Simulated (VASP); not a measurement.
# V (Im-3m) in VASP: settings compared

V is run at these levels: r2SCAN+D3(BJ), PBE, HSE06; tasks: single point, relaxation of cell and atoms.

Everything below comes from runs of VASP 6.6.1. Logs are shortened: lines on timing, memory, paths and dates and some standing lists are left out, and cuts for length are marked.

## 1. The cell of the first run

It takes space group Im-3m (No. 229, cubic). Conventional cell: a = 3.049 Å, b = 3.049 Å, c = 3.049 Å, α = 90.00°, β = 90.00°, γ = 90.00°. V (site symmetry m-3m) has 14 V at 2.64 to 3.05 Å within 3.5 Å.

## 2. Single point, r2SCAN+D3(BJ), collinear spin, ferromagnetic start

The input, POSCAR:

```
V
1.0
   -1.5243791002      1.5243791002      1.5243791002
    1.5243791002     -1.5243791002      1.5243791002
    1.5243791002      1.5243791002     -1.5243791002
V
1
Direct
    0.0000000000      0.0000000000      0.0000000000
```

The input, INCAR.step1:

```
SYSTEM = V
ALGO = Normal
EDIFF = 1E-4
ENCUT = 520
GGA = PE
ISMEAR = -1
ISPIN = 2
LASPH = .TRUE.
LCHARG = .FALSE.
LMAXMIX = 4
LREAL = .FALSE.
LWAVE = .TRUE.
MAGMOM = 2
NBANDS = 16
NELM = 150
PREC = Accurate
SIGMA = 0.05
```

The input, INCAR.step2:

```
SYSTEM = V
ALGO = Normal
EDIFF = 1E-7
ENCUT = 520
ISIF = 2
ISMEAR = -1
ISPIN = 2
ISTART = 1
IVDW = 12
LASPH = .TRUE.
LCHARG = .FALSE.
LMAXMIX = 4
LMIXTAU = .TRUE.
LORBIT = 11
LREAL = .FALSE.
LWAVE = .FALSE.
MAGMOM = 2
METAGGA = R2SCAN
NBANDS = 16
NELM = 150
PREC = Accurate
SIGMA = 0.05
VDW_A1 = 0.49484001
VDW_A2 = 5.73083694
VDW_S6 = 1.0
VDW_S8 = 0.78981345
```

The input, KPOINTS:

```
k-points
0
G
  12 12 12
  0 0 0
```

Potentials or basis: VASP PAW PBE potentials, release 64 (V_sv).

Launch:

```
cat potpaw_PBE.64/V_sv/POTCAR > POTCAR
cp INCAR.step1 INCAR
mpirun -np 1 vasp_std > vasp.out
cp INCAR.step2 INCAR
mpirun -np 1 vasp_std > vasp.out
```

OUTCAR:

```text
SYSTEM = V
   EDIFF = 1E-7
   ENCUT = 520
   ISIF = 2
   ISMEAR = -1
   ISPIN = 2
   ISTART = 1
   IVDW = 12
   LASPH = .TRUE.
   LORBIT = 11
   LREAL = .FALSE.
   METAGGA = R2SCAN
   NELM = 150
   PREC = Accurate
 IVDW          = 12

 ion  position               nearest neighbor table
   1  0.000  0.000  0.000-

  LATTYP: Found a body centered cubic cell.
 ALAT       =     3.0487582004

  Lattice vectors:

 A1 = (  -1.5243791002,   1.5243791002,   1.5243791002)
 A2 = (   1.5243791002,  -1.5243791002,   1.5243791002)
 A3 = (   1.5243791002,   1.5243791002,  -1.5243791002)

Analysis of symmetry for initial positions (statically):
=====================================================================
 Subroutine PRICEL returns:
 Original cell was already a primitive cell.

 Routine SETGRP: Setting up the symmetry group for a
 body centered cubic supercell.

 Subroutine GETGRP returns: Found 48 space group operations
 (whereof 48 operations were pure point group operations)
 out of a pool of 48 trial point group operations.

The static configuration has the point symmetry O_h .

Analysis of symmetry for dynamics (positions and initial velocities):
=====================================================================
 Subroutine PRICEL returns:
 Original cell was already a primitive cell.

 Routine SETGRP: Setting up the symmetry group for a
 body centered cubic supercell.

 Subroutine GETGRP returns: Found 48 space group operations
 (whereof 48 operations were pure point group operations)
 out of a pool of 48 trial point group operations.

The dynamic configuration has the point symmetry O_h .

Analysis of structural, dynamic, and magnetic symmetry:
=====================================================================
 Subroutine PRICEL returns:
 Original cell was already a primitive cell.

 Routine SETGRP: Setting up the symmetry group for a
 body centered cubic supercell.

 Subroutine GETGRP returns: Found 48 space group operations
 (whereof 48 operations were pure point group operations)
 out of a pool of 48 trial point group operations.

The overall configuration has the point symmetry O_h .

 Subroutine INISYM returns: Found 48 space group operations
 (whereof 48 operations are pure point group operations),
 and found     1 'primitive' translations

----------------------------------------------------------------------------------------

                                     Primitive cell

  volume of cell :      14.1690

  direct lattice vectors                    reciprocal lattice vectors
    -1.524379100  1.524379100  1.524379100     0.000000000  0.328002398  0.328002398
     1.524379100 -1.524379100  1.524379100     0.328002398  0.000000000  0.328002398
     1.524379100  1.524379100 -1.524379100     0.328002398  0.328002398  0.000000000

  length of vectors
     2.640302052  2.640302052  2.640302052     0.463865439  0.463865439  0.463865439

  position of ions in fractional coordinates (direct lattice)
     0.000000000  0.000000000  0.000000000

  ion indices of the primitive-cell ions
   primitive index   ion index
                 1           1

----------------------------------------------------------------------------------------

 KPOINTS: k-points

Automatic generation of k-mesh.
 Grid dimensions read from file:
 generate k-points for:   12   12   12

 Generating k-lattice:

  Cartesian coordinates                     Fractional coordinates (reciprocal lattice)
     0.000000000  0.027333533  0.027333533     0.083333333  0.000000000  0.000000000
     0.027333533  0.000000000  0.027333533     0.000000000  0.083333333  0.000000000
     0.027333533  0.027333533  0.000000000     0.000000000  0.000000000  0.083333333

  Length of vectors
     0.038655453  0.038655453  0.038655453

  Shift w.r.t. Gamma in fractional coordinates (k-lattice)
     0.000000000  0.000000000  0.000000000

 Subroutine IBZKPT returns following result:
 ===========================================

 Found     72 irreducible k-points:

 Following reciprocal coordinates:
            Coordinates               Weight
  0.000000  0.000000  0.000000      1.000000
  0.083333  0.000000  0.000000     12.000000
  0.166667  0.000000  0.000000     12.000000
  0.250000  0.000000  0.000000     12.000000
  0.333333  0.000000  0.000000     12.000000
  0.416667  0.000000  0.000000     12.000000
[... 16 lines left out ...]
  0.333333  0.083333  0.083333     24.000000
  0.416667  0.083333  0.083333     12.000000
 [... further k-points ...]
   k-points           NKPTS =     72   k-points in BZ     NKDIM =     72   number of bands    NBANDS=     16
   number of dos      NEDOS =    301   number of ions     NIONS =      1
   total plane-waves  NPLWV =   8000
   dimension x,y,z NGX =    20 NGY =   20 NGZ =   20
   dimension x,y,z NGXF=    40 NGYF=   40 NGZF=   40
   ions per type =               1
   NGX,Y,Z   is equivalent  to a cutoff of  12.59, 12.59, 12.59 a.u.
   NGXF,Y,Z  is equivalent  to a cutoff of  25.19, 25.19, 25.19 a.u.
 SYSTEM =  V
   PREC   = accura    normal or accurate (medium, high low for compatibility)
   ISTART =      1    job   : 0-new  1-cont  2-samecut
   ICHARG =      0    charge: 1-file 2-atom 10-const
   ISPIN  =      2    spin polarized calculation?
   LNONCOLLINEAR =      F non collinear calculations
   LSORBIT =      F    spin-orbit coupling
   LASPH  =      T    aspherical Exc in radial PAW
   ENCUT  =  520.0 eV  38.22 Ry    6.18 a.u.   4.91  4.91  4.91*2*pi/ulx,y,z
   NELM   =    150;   NELMIN=  2; NELMDL=  0     # of ELM steps
   EDIFF  = 0.1E-06   stopping-criterion for ELM
   LREAL  =      F    real-space projection
   EDIFFG = 0.1E-05   stopping-criterion for IOM
   NSW    =      0    number of steps for IOM
   IBRION =     -1    ionic relax: 0-MD 1-quasi-New 2-CG
   NFREE  =      0    steps in history (QN), initial steepest desc. (CG)
   ISIF   =      2    stress and relaxation
   ISYM   =      2    0-nonsym 1-usesym 2-fastsym
   POTIM  = 0.5000    time-step for ionic-motion
   TEBEG  =    0.0;   TEEND  =   0.0 temperature during run
   PSTRESS=    0.0 pullay stress
   NELECT =      13.0000    total number of electrons
   NUPDOWN=      -1.0000    fix difference up-down
   EMIN   =  10.00;   EMAX   =-10.00  energy-range for DOS
   EFERMI =   0.00;   METHOD = LEGACY
   ISMEAR =    -1;   SIGMA  =   0.05  broadening in eV -4-tet -1-fermi 0-gaus
   EFERMI_NEDOS =   21; number of points for ismear=-14 and -15
   IALGO  =     38    algorithm
   IMIX   =      4    mixing-type and parameters
     AMIX     =   0.40;   BMIX     =  1.00
     AMIX_MAG =   1.60;   BMIX_MAG =  1.00
  volume/ion in A,a.u.               =      14.17        95.62
  Fermi-wavevector in a.u.,A,eV,Ry     =   1.590778  3.006135 34.430567  2.530575
  Thomas-Fermi vector in A             =   2.689421
   LORBIT       =     11    0 simple, 1 ext, 2 COOP (PROOUT), +10 PAW based schemes
   METAGGA = R2SCAN    functional components
   LHFCALC =     F    Hartree Fock is set to
   AEXX    =    0.0000 exact exchange contribution
   IVDW    =    12    specifies the selected vdW correction
   LEPSILON=     F    determine dielectric tensor
   LRPA    =     F    only Hartree local field effects (RPA)
 spin polarized calculation
  energy-cutoff  :      520.00
  volume of cell :       14.17
 maximum number of plane-waves:       394
   NGX =  9   NGY =  9   NGZ =  9

 number of electron      13.0000003 magnetization       0.0001865

 number of electron      13.0000003 magnetization      -0.0000043

 Free energy of the ion-electron system (eV)
  ---------------------------------------------------
  ext. energy  EPLUGINS =         0.00000000
  ---------------------------------------------------
  free energy    TOTEN  =       -14.10021491 eV

  energy without entropy =      -14.08247248  energy(sigma->0) =      -14.09134369

 E-fermi :   9.0426     XC(G=0): -13.7619

 val. band max:        9.0414838996   @ k =  -0.2500   0.2500   0.1667
 cond. band min:       9.0441535042   @ k =   0.2500   0.0000   0.0000
 fundamental gap:      0.0026696047
 Fermi energy:         9.0426130315

 spin component 1

 k-point     1 :       0.0000    0.0000    0.0000
  band No.  band energies     occupation
      1     -57.3466      1.00000
      2     -29.5740      1.00000
      3     -29.5740      1.00000
      4     -29.5740      1.00000
      5       2.0983      1.00000
      6       9.5087      0.00009
[... 8 lines left out ...]
     15      36.8958      0.00000
     16      40.8836      0.00000
[... 419 lines left out ...]
 k-point    24 :       0.4167    0.0833    0.0833
  band No.  band energies     occupation
      1     -57.1741      1.00000
      2     -30.3173      1.00000
      3     -29.8598      1.00000
      4     -29.6306      1.00000
      5       6.3199      1.00000
      6       7.8858      1.00000
[... 8 lines left out ...]
     15      38.6413      0.00000
     16      39.2142      0.00000

 [... further k-points ...]

 spin component 2

 k-point     1 :       0.0000    0.0000    0.0000
  band No.  band energies     occupation
      1     -57.3466      1.00000
      2     -29.5740      1.00000
      3     -29.5740      1.00000
      4     -29.5740      1.00000
      5       2.0983      1.00000
      6       9.5087      0.00009
[... 8 lines left out ...]
     15      36.8958      0.00000
     16      40.8836      0.00000
[... 419 lines left out ...]
 k-point    24 :       0.4167    0.0833    0.0833
  band No.  band energies     occupation
      1     -57.1741      1.00000
      2     -30.3173      1.00000
      3     -29.8598      1.00000
      4     -29.6306      1.00000
      5       6.3199      1.00000
      6       7.8858      1.00000
[... 8 lines left out ...]
     15      38.6413      0.00000
     16      39.2142      0.00000

 [... further k-points ...]

------------------------ aborting loop because EDIFF is reached ----------------------------------------

 Edisp (eV)   -0.30331

 E8    (eV) :    -0.1130

  FORCE on cell =-STRESS in cart. coord.  units (eV):
  Direction    XX          YY          ZZ          XY          YZ          ZX
  --------------------------------------------------------------------------------------
  -------------------------------------------------------------------------------------
  Total      -1.24424    -1.24424    -1.24424    -0.00000     0.00000    -0.00000
  in kB    -140.69437  -140.69437  -140.69437    -0.00000     0.00000    -0.00000
  external pressure =     -140.69 kB  Pullay stress =        0.00 kB

 VOLUME and BASIS-vectors are now :
 -----------------------------------------------------------------------------
  energy-cutoff  :      520.00
  volume of cell :       14.17
      direct lattice vectors                 reciprocal lattice vectors
    -1.524379100  1.524379100  1.524379100     0.000000000  0.328002398  0.328002398
     1.524379100 -1.524379100  1.524379100     0.328002398  0.000000000  0.328002398
     1.524379100  1.524379100 -1.524379100     0.328002398  0.328002398  0.000000000

 POSITION                                       TOTAL-FORCE (eV/Angst)
 -----------------------------------------------------------------------------------
      0.00000      0.00000      0.00000        -0.000000      0.000000      0.000000
 -----------------------------------------------------------------------------------
    total drift:                                0.000000      0.000000      0.000000

  FREE ENERGIE OF THE ION-ELECTRON SYSTEM (eV)
  ---------------------------------------------------
  free  energy   TOTEN  =       -14.4035276218 eV

  energy  without entropy=      -14.3857851931  energy(sigma->0) =      -14.39465641

 total charge

# of ion       s       p       d       tot
------------------------------------------
    1        2.323   6.220   2.991  11.534

 magnetization (x)

# of ion       s       p       d       tot
------------------------------------------
    1       -0.000  -0.000  -0.000  -0.000
```

Run time: 67 s. Hardware: 1 thread of Intel Xeon 6975P-C (Granite Rapids), shared host; peak memory 0.16 GiB.

What came out:

| Quantity | Value |
| --- | --- |
| Free energy | -14.4035 eV |
| Pressure | -14.1 GPa |
| Net moment | 0.00 μB per cell |
| Valence electrons inside the program's atomic spheres | V 11.53 |
| Dispersion energy per atom | -0.303 eV |

Caveat: the cell stands under tension; the moments typed at the start vanished in this run; the PAW data sets were made with another functional, which shifts forces and pressure a little.

## 3. Single point, r2SCAN+D3(BJ), collinear spin, ferromagnetic start

This run uses another cell than the first one, of 14.45 Å³/atom.

The input, POSCAR:

```
V
1.0
   -1.5342779432      1.5342779432      1.5342779432
    1.5342779432     -1.5342779432      1.5342779432
    1.5342779432      1.5342779432     -1.5342779432
V
1
Direct
    0.0000000000      0.0000000000      0.0000000000
```

The input, INCAR.step1:

```
SYSTEM = V
ALGO = Normal ; EDIFF = 1E-4
ENCUT = 520 ; GGA = PE
ISMEAR = -1 ; ISPIN = 2
LASPH = .TRUE. ; LCHARG = .FALSE.
LMAXMIX = 4 ; LREAL = .FALSE.
LWAVE = .TRUE. ; MAGMOM = 2
NBANDS = 16 ; NELM = 150
PREC = Accurate ; SIGMA = 0.05
```

The input, INCAR.step2:

```
SYSTEM = V
ALGO = Normal ; EDIFF = 1E-6
ENCUT = 520 ; ISIF = 2
ISMEAR = -1 ; ISPIN = 2
ISTART = 1 ; IVDW = 12
LASPH = .TRUE. ; LCHARG = .FALSE.
LMAXMIX = 4 ; LMIXTAU = .TRUE.
LORBIT = 11 ; LREAL = .FALSE.
LWAVE = .FALSE. ; MAGMOM = 2
METAGGA = R2SCAN ; NBANDS = 16
NELM = 150 ; PREC = Accurate
SIGMA = 0.05 ; VDW_A1 = 0.49484001
VDW_A2 = 5.73083694 ; VDW_S6 = 1.0
VDW_S8 = 0.78981345
```

KPOINTS is that of step 2.

Potentials or basis: VASP PAW PBE potentials, release 64 (V_sv).

Launch:

```
cat potpaw_PBE.64/V_sv/POTCAR > POTCAR
cp INCAR.step1 INCAR
mpirun -np 1 vasp_std > vasp.out
cp INCAR.step2 INCAR
mpirun -np 1 vasp_std > vasp.out
```

Run time: 51 s. Hardware: 1 thread of Intel Xeon 6975P-C (Granite Rapids), shared host; peak memory 0.15 GiB.

The run converged. Its results:

```
Free energy                                           : -14.3769 eV
Pressure                                              : -16.7 GPa
Net moment                                            : 0.00 μB per cell
Valence electrons inside the program's atomic spheres : V 11.50
Dispersion energy per atom                            : -0.297 eV
```

Levels at points of the mesh, in eV from the Fermi level:
Spin up:
```
           k point  band 3  band 4  band 5  band 6  band 7  band 8  band 9  band 10
(0.00, 0.00, 0.00)  -38.67  -38.67   -6.89    0.46    0.46    0.46    2.47     2.47
(0.50, 0.00, 0.00)  -38.91  -38.68   -3.10   -1.02    1.27    2.43    2.80     3.91
(0.50, 0.50, 0.50)  -39.19  -39.19   -2.78   -2.78    3.54    3.54    3.54     9.97
```
Spin down:
```
           k point  band 3  band 4  band 5  band 6  band 7  band 8  band 9  band 10
(0.00, 0.00, 0.00)  -38.67  -38.67   -6.89    0.46    0.46    0.46    2.47     2.47
(0.50, 0.00, 0.00)  -38.91  -38.68   -3.10   -1.02    1.27    2.43    2.80     3.91
(0.50, 0.50, 0.50)  -39.19  -39.19   -2.78   -2.78    3.54    3.54    3.54     9.97
```

Caveat: the cell stands under tension; the moments typed at the start vanished in this run; the PAW data sets were made with another functional, which shifts forces and pressure a little.

## 4. Single point, r2SCAN+D3(BJ), collinear spin, ferromagnetic start

This run uses another cell than the first one, of 14.72 Å³/atom.

The input, POSCAR:

```
V
1.0
   -1.5440506776      1.5440506776      1.5440506776
    1.5440506776     -1.5440506776      1.5440506776
    1.5440506776      1.5440506776     -1.5440506776
V
1
Direct
    0.0000000000      0.0000000000      0.0000000000
```

The input, INCAR.step1:

```
SYSTEM = V
ALGO = Normal
EDIFF = 1E-4
ENCUT = 520
GGA = PE
ISMEAR = -1
ISPIN = 2
LASPH = .True.
LCHARG = .False.
LMAXMIX = 4
LREAL = .False.
LWAVE = .True.
MAGMOM = 2
NBANDS = 16
NELM = 150
PREC = Accurate
SIGMA = 0.05
```

The input, INCAR.step2:

```
SYSTEM = V
ALGO = Normal
EDIFF = 1E-6
ENCUT = 520
ISIF = 2
ISMEAR = -1
ISPIN = 2
ISTART = 1
IVDW = 12
LASPH = .True.
LCHARG = .False.
LMAXMIX = 4
LMIXTAU = .True.
LORBIT = 11
LREAL = .False.
LWAVE = .False.
MAGMOM = 2
METAGGA = R2SCAN
NBANDS = 16
NELM = 150
PREC = Accurate
SIGMA = 0.05
VDW_A1 = 0.49484001
VDW_A2 = 5.73083694
VDW_S6 = 1.0
VDW_S8 = 0.78981345
```

The input, KPOINTS:

```
k-points
0
Gamma
  12 12 12
  0 0 0
```

Launch:

```
cat potpaw_PBE.64/V_sv/POTCAR > POTCAR
cp INCAR.step1 INCAR
mpirun -np 1 vasp_std > vasp.out
cp INCAR.step2 INCAR
mpirun -np 1 vasp_std > vasp.out
```

Run time: 56 s. Hardware: 1 thread of Intel Xeon 6975P-C (Granite Rapids), shared host; peak memory 0.16 GiB.

The run converged. Its results:

```yaml
Free_energy: -14.3459 eV
Pressure: -19.1 GPa
Net_moment: 0.00 μB per cell
Valence_electrons_inside_the_program's_atomic_spheres: V 11.47
Dispersion_energy_per_atom: -0.292 eV
```

Levels at points of the mesh, in eV from the Fermi level:
Spin up:
```csv
k point,band 2,band 3,band 4,band 5,band 6,band 7,band 8,band 9,band 10,band 11
"(0.00, 0.00, 0.00)",-38.73,-38.73,-38.73,-6.84,0.45,0.45,0.45,2.42,2.42,20.55
"(0.50, 0.00, 0.00)",-39.43,-38.95,-38.73,-3.04,-0.99,1.22,2.37,2.74,3.81,9.51
"(0.50, 0.50, 0.50)",-39.21,-39.21,-39.21,-2.70,-2.70,3.46,3.46,3.46,9.80,9.80
```
Spin down:
| k point | band 2 | band 3 | band 4 | band 5 | band 6 | band 7 | band 8 | band 9 | band 10 | band 11 |
| --- | --- | --- | --- | --- | --- | --- | --- | --- | --- | --- |
| (0.00, 0.00, 0.00) | -38.73 | -38.73 | -38.73 | -6.84 | 0.45 | 0.45 | 0.45 | 2.42 | 2.42 | 20.55 |
| (0.50, 0.00, 0.00) | -39.43 | -38.95 | -38.73 | -3.04 | -0.99 | 1.22 | 2.37 | 2.74 | 3.81 | 9.51 |
| (0.50, 0.50, 0.50) | -39.21 | -39.21 | -39.21 | -2.70 | -2.70 | 3.46 | 3.46 | 3.46 | 9.81 | 9.81 |

Caveat: the cell stands under tension; the moments typed at the start vanished in this run; the PAW data sets were made with another functional, which shifts forces and pressure a little.

(Part 1 of 2 ends here.)
